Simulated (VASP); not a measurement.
Runs of VASP 6.6.1 on HfN. The structure is that of space group P6_3/mmc (No. 194), or close to it. The cells are those of the table. 

```tsv
level	potentials or basis	cell	k mesh	grid for exact exchange (PRECFOCK)	share of exact exchange	screening parameter	gap on the mesh (eV)	pressure (GPa)
LDA	VASP PAW LDA potentials, release 64 (Hf_pv, N)	a = 3.175, b = 3.175, c = 5.488 Å, angles 90.0, 90.0, 120.0°, 4 atoms	10 × 10 × 5	-	-	-	none	(a)
LDA	VASP PAW LDA potentials, release 64 (Hf_pv, N)	a = 3.113, b = 3.113, c = 5.380 Å, angles 90.0, 90.0, 120.0°, 4 atoms	10 × 10 × 5	-	-	-	none	-4.6
LDA	VASP PAW LDA potentials, release 64 (Hf_pv, N)	a = 3.155, b = 3.155, c = 5.453 Å, angles 90.0, 90.0, 120.0°, 4 atoms	10 × 10 × 5	-	-	-	none	-15.0
LDA	VASP PAW LDA potentials, release 64 (Hf_pv, N)	a = 3.134, b = 3.134, c = 5.417 Å, angles 90.0, 90.0, 120.0°, 4 atoms	10 × 10 × 5	-	-	-	none	-10.1
LDA	VASP PAW LDA potentials, release 64 (Hf_pv, N)	a = 3.092, b = 3.092, c = 5.344 Å, angles 90.0, 90.0, 120.0°, 4 atoms	10 × 10 × 5	-	-	-	none	1.4
LDA	VASP PAW LDA potentials, release 64 (Hf_pv, N)	a = 3.195, b = 3.195, c = 5.523 Å, angles 90.0, 90.0, 120.0°, 4 atoms	10 × 10 × 5	-	-	-	none	-23.3
r2SCAN0	VASP PAW PBE potentials, release 64 (Hf_pv, N)	a = 3.134, b = 3.134, c = 5.417 Å, angles 90.0, 90.0, 120.0°, 4 atoms	6 × 6 × 3	Normal	0.25	-	none	-5.1
LDA	VASP PAW LDA potentials, release 64 (Hf_pv, N)	a = 3.070, b = 3.070, c = 5.306 Å, angles 90.0, 90.0, 120.0°, 4 atoms	10 × 10 × 5	-	-	-	none	(b)
HSE06	VASP PAW PBE potentials, release 64 (Hf_pv, N)	a = 3.134, b = 3.134, c = 5.417 Å, angles 90.0, 90.0, 120.0°, 4 atoms	6 × 6 × 3	Normal	0.25	0.2079 1/Å	none	(c)
```

Alike in all rows: task single point; no spin polarisation; cutoff (eV) 520; smearing fermi-dirac 0.05 eV.

Task: Estimate the missing entries.

Result: (a) -19.4; (b) 8.2; (c) -3.1.

Caveats: some runs use coarse meshes; spin-orbit coupling is left out, which moves the levels of the heavy elements; the cell stands under tension (at least some runs); the PAW data sets were made with another functional, which shifts forces and pressure a little (at least some runs); the cell stands under pressure (at least some runs).

A k mesh can miss the band edges, and the runs leave out spin-orbit coupling on Hf.

A gap of «none» marks levels without a gap at the run's occupations.
